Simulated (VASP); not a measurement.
# Ir (P6_3/mmc) in VASP: notebook, part 2 of 2

VASP 6.6.1.

### 3 Single point, PBE0

This run uses another cell than the first one, of 14.92 Å³/atom.

Input file POSCAR:

```
Ir
1.0
    2.7695994713      0.0000000000      0.0000000000
   -1.3847997356      2.3985435004      0.0000000000
    0.0000000000      0.0000000000      4.4918424506
Ir
2
Direct
    0.3333333333      0.6666666667      0.2500000000
    0.6666666667      0.3333333333      0.7500000000
```

Input file INCAR.step1:

```
SYSTEM = Ir
PREC = Accurate
ENCUT = 420
EDIFF = 1E-5
ISMEAR = -1
SIGMA = 0.05
LREAL = .FALSE.
LASPH = .TRUE.
NELM = 120
ALGO = Normal
ISIF = 2
LWAVE = .TRUE.
LCHARG = .FALSE.
GGA = PE
NBANDS = 24
GGA_COMPAT = .FALSE.
```

Input file INCAR.step2:

```
SYSTEM = Ir
PREC = Accurate
ENCUT = 420
EDIFF = 1E-6
ISMEAR = -1
SIGMA = 0.05
LREAL = .FALSE.
LASPH = .TRUE.
NELM = 120
ALGO = Normal
ISIF = 2
LWAVE = .FALSE.
LCHARG = .FALSE.
GGA = PE
LHFCALC = .TRUE.
AEXX = 0.25
PRECFOCK = Normal
ISTART = 1
NBANDS = 24
GGA_COMPAT = .FALSE.
```

Input file KPOINTS:

```
regular mesh
0
G
  6 6 4
  0 0 0
```

Potentials or basis: VASP PAW PBE potentials, release 64 (Ir_sv_GW).

On the command line:

```bash
> cat potpaw_PBE.64/Ir_sv_GW/POTCAR > POTCAR
> cp INCAR.step1 INCAR
> mpirun -np 1 vasp_std > vasp.out
> cp INCAR.step2 INCAR
> mpirun -np 1 vasp_std > vasp.out
```

OUTCAR:

```text
SYSTEM = Ir
   PREC = Accurate
   ENCUT = 420
   EDIFF = 1E-6
   ISMEAR = -1
   LREAL = .FALSE.
   LASPH = .TRUE.
   NELM = 120
   ISIF = 2
   GGA = PE
   LHFCALC = .TRUE.
   AEXX = 0.25
   PRECFOCK = Normal
   ISTART = 1

 ion  position               nearest neighbor table
   1  0.333  0.667  0.250-   2 2.76   2 2.76   2 2.76   2 2.76   2 2.76   2 2.76
   2  0.667  0.333  0.750-   1 2.76   1 2.76   1 2.76   1 2.76   1 2.76   1 2.76

  LATTYP: Found a hexagonal cell.
 ALAT       =     2.7695994713
 C/A-ratio  =     1.6218382828

  Lattice vectors:

 A1 = (   2.7695994713,   0.0000000000,   0.0000000000)
 A2 = (  -1.3847997356,   2.3985435004,   0.0000000000)
 A3 = (   0.0000000000,   0.0000000000,   4.4918424506)

Analysis of symmetry for initial positions (statically):
=====================================================================
 Subroutine PRICEL returns:
 Original cell was already a primitive cell.

 Routine SETGRP: Setting up the symmetry group for a
 hexagonal supercell.

 Subroutine GETGRP returns: Found 24 space group operations
 (whereof 12 operations were pure point group operations)
 out of a pool of 24 trial point group operations.

The static configuration has the point symmetry D_3d.
 The point group associated with its full space group is D_6h.

Analysis of symmetry for dynamics (positions and initial velocities):
=====================================================================
 Subroutine PRICEL returns:
 Original cell was already a primitive cell.

 Routine SETGRP: Setting up the symmetry group for a
 hexagonal supercell.

 Subroutine GETGRP returns: Found 24 space group operations
 (whereof 12 operations were pure point group operations)
 out of a pool of 24 trial point group operations.

The dynamic configuration has the point symmetry D_3d.
 The point group associated with its full space group is D_6h.

 Subroutine INISYM returns: Found 24 space group operations
 (whereof 12 operations are pure point group operations),
 and found     1 'primitive' translations

----------------------------------------------------------------------------------------

                                     Primitive cell

  volume of cell :      29.8393

  direct lattice vectors                    reciprocal lattice vectors
     2.769599471  0.000000000  0.000000000     0.361063038  0.208459842  0.000000000
    -1.384799736  2.398543500  0.000000000     0.000000000  0.416919685  0.000000000
     0.000000000  0.000000000  4.491842451     0.000000000  0.000000000  0.222625796

  length of vectors
     2.769599471  2.769599471  4.491842451     0.416919685  0.416919685  0.222625796

  position of ions in fractional coordinates (direct lattice)
     0.333333333  0.666666667  0.250000000
     0.666666667  0.333333333  0.750000000

  ion indices of the primitive-cell ions
   primitive index   ion index
                 1           1
                 2           2

----------------------------------------------------------------------------------------

 KPOINTS: regular mesh

Automatic generation of k-mesh.
[... 22 lines left out ...]
            Coordinates               Weight
  0.000000  0.000000  0.000000      1.000000
  0.166667  0.000000  0.000000      6.000000
  0.333333  0.000000  0.000000      6.000000
  0.500000  0.000000  0.000000      3.000000
  0.166667  0.166667  0.000000      6.000000
  0.333333  0.166667  0.000000     12.000000
[... 13 lines left out ...]
  0.333333  0.166667  0.500000     12.000000
  0.333333  0.333333  0.500000      2.000000
   k-points           NKPTS =     21   k-points in BZ     NKDIM =    144   number of bands    NBANDS=     24
   number of dos      NEDOS =    301   number of ions     NIONS =      2
   total plane-waves  NPLWV =  12000
   dimension x,y,z NGX =    20 NGY =   20 NGZ =   30
   dimension x,y,z NGXF=    40 NGYF=   40 NGZF=   60
   ions per type =               2
   NGX,Y,Z   is equivalent  to a cutoff of  12.01, 12.01, 11.10 a.u.
   NGXF,Y,Z  is equivalent  to a cutoff of  24.01, 24.01, 22.21 a.u.
 SYSTEM =  Ir
   PREC   = accura    normal or accurate (medium, high low for compatibility)
   ISTART =      1    job   : 0-new  1-cont  2-samecut
   ICHARG =      0    charge: 1-file 2-atom 10-const
   ISPIN  =      1    spin polarized calculation?
   LNONCOLLINEAR =      F non collinear calculations
   LSORBIT =      F    spin-orbit coupling
   LASPH  =      T    aspherical Exc in radial PAW
   ENCUT  =  420.0 eV  30.87 Ry    5.56 a.u.   4.63  4.63  7.51*2*pi/ulx,y,z
   NELM   =    120;   NELMIN=  2; NELMDL=  0     # of ELM steps
   EDIFF  = 0.1E-05   stopping-criterion for ELM
   LREAL  =      F    real-space projection
   EDIFFG = 0.1E-04   stopping-criterion for IOM
   NSW    =      0    number of steps for IOM
   IBRION =     -1    ionic relax: 0-MD 1-quasi-New 2-CG
   NFREE  =      0    steps in history (QN), initial steepest desc. (CG)
   ISIF   =      2    stress and relaxation
   ISYM   =      3    0-nonsym 1-usesym 2-fastsym
   POTIM  = 0.5000    time-step for ionic-motion
   TEBEG  =    0.0;   TEEND  =   0.0 temperature during run
   PSTRESS=    0.0 pullay stress
   NELECT =      34.0000    total number of electrons
   NUPDOWN=      -1.0000    fix difference up-down
   EMIN   =  10.00;   EMAX   =-10.00  energy-range for DOS
   EFERMI =   0.00;   METHOD = LEGACY
   ISMEAR =    -1;   SIGMA  =   0.05  broadening in eV -4-tet -1-fermi 0-gaus
   EFERMI_NEDOS =   21; number of points for ismear=-14 and -15
   IALGO  =     38    algorithm
   IMIX   =      1    mixing-type and parameters
     AMIX     =   0.40;   BMIX     =  1.00
     AMIX_MAG =   1.60;   BMIX_MAG =  1.00
  volume/ion in A,a.u.               =      14.92       100.68
  Fermi-wavevector in a.u.,A,eV,Ry     =   1.709903  3.231248 39.780277  2.923768
  Thomas-Fermi vector in A             =   2.788301
   LORBIT       =      0    0 simple, 1 ext, 2 COOP (PROOUT), +10 PAW based schemes
   GGA     = PE    functional components
   LHFCALC =     T    Hartree Fock is set to
   PRECFOCK=normal    Normal, Fast or Accurate (Low or Medium for compatibility)
   ENCUT4O =  -1.0   cutoff for four orbital integrals eV
   NKREDX  =     1    reduce k-point grid by
   NKREDY  =     1    reduce k-point grid by
   NKREDZ  =     1    reduce k-point grid by
   AEXX    =    0.2500 exact exchange contribution
   HFSCREEN=    0.0000 screening length (either q_TF or 0.3 A-1)
   HFSCREENC=   0.0000 screening length for correlation (either q_TF or 0.3 A-1)
   ENCUTFOCK=  -1.0 apply spherical cutoff to Coloumb kernel
   IVDW    =     0    specifies the selected vdW correction
   LEPSILON=     F    determine dielectric tensor
   LRPA    =     F    only Hartree local field effects (RPA)
 non-spin polarized calculation
  energy-cutoff  :      420.00
  volume of cell :       29.84
 maximum number of plane-waves:       597
 NGX is ok and might be reduce to    20
  NGX = 14; NGY = 14; NGZ = 24

 number of electron      34.0000000 magnetization

 Free energy of the ion-electron system (eV)
  ---------------------------------------------------
  ext. energy  EPLUGINS =         0.00000000
  ---------------------------------------------------
  free energy    TOTEN  =       -19.65856616 eV

  energy without entropy =      -19.65663698  energy(sigma->0) =      -19.65760157

 E-fermi :  11.4641     XC(G=0): -11.1214

 val. band max:       10.9923725256   @ k =   0.3333   0.1667   0.2500
 cond. band min:      11.5448742228   @ k =   0.5000   0.0000   0.2500
 fundamental gap:      0.5525016972
 Fermi energy:        11.4641431138

 k-point     1 :       0.0000    0.0000    0.0000
  band No.  band energies     occupation
      1     -86.0501      2.00000
      2     -85.9841      2.00000
      3     -42.0116      2.00000
      4     -41.2544      2.00000
      5     -41.2544      2.00000
      6     -41.1999      2.00000
[... 556 lines left out ...]
     23      22.4962      0.00000
     24      22.4962      0.00000

------------------------ aborting loop because EDIFF is reached ----------------------------------------

  FORCE on cell =-STRESS in cart. coord.  units (eV):
  Direction    XX          YY          ZZ          XY          YZ          ZX
  --------------------------------------------------------------------------------------
  -------------------------------------------------------------------------------------
  Total       -3.7714288     -3.7714288     -5.1171530     -0.0000000      0.0000000     -0.0000000
  in kB     -202.5011137   -202.5011137   -274.7577174     -0.0000000      0.0000000     -0.0000000
  external PRESSURE =    -226.5866483 kB  Pullay stress =       0.0000000 kB

 VOLUME and BASIS-vectors are now :
 -----------------------------------------------------------------------------
  energy-cutoff  :      420.00
  volume of cell :       29.84
      direct lattice vectors                 reciprocal lattice vectors
     2.769599471  0.000000000  0.000000000     0.361063038  0.208459842  0.000000000
    -1.384799736  2.398543500  0.000000000     0.000000000  0.416919685  0.000000000
     0.000000000  0.000000000  4.491842451     0.000000000  0.000000000  0.222625796

 POSITION                                       TOTAL-FORCE (eV/Angst)
 -----------------------------------------------------------------------------------
     -0.00000      1.59903      1.12296        -0.000000      0.000000      0.000000
      1.38480      0.79951      3.36888         0.000000     -0.000000     -0.000000
 -----------------------------------------------------------------------------------
    total drift:                                0.000000      0.000000     -0.000000

  FREE ENERGIE OF THE ION-ELECTRON SYSTEM (eV)
  ---------------------------------------------------
  free  energy   TOTEN  =       -19.6585661566 eV

  energy  without entropy=      -19.6566369822  energy(sigma->0) =      -19.65760157
```

Run time: 30 min. Hardware: 1 thread of Intel Xeon Platinum 8488C (Sapphire Rapids), shared host; peak memory 0.14 GiB.

What came out:

* Free energy: -19.6586 eV
* Pressure: -22.7 GPa
* Band gap on the k mesh: zero (bands 17 and 18 overlap by 4.47 eV)

Stress tensor (GPa, compression positive):
```
-20.25   0.00   0.00
  0.00 -20.25   0.00
  0.00   0.00 -27.48
```

Caveat: the k points lie up to 0.44 Å⁻¹ apart, too coarse for converged energies and pressures of a metal; the PAW data sets were made with another functional, which shifts forces and pressure a little; spin-orbit coupling is left out, which moves the levels of the heavy elements.

The gap in the log of VASP goes by the Fermi energy; the results here count the filled bands.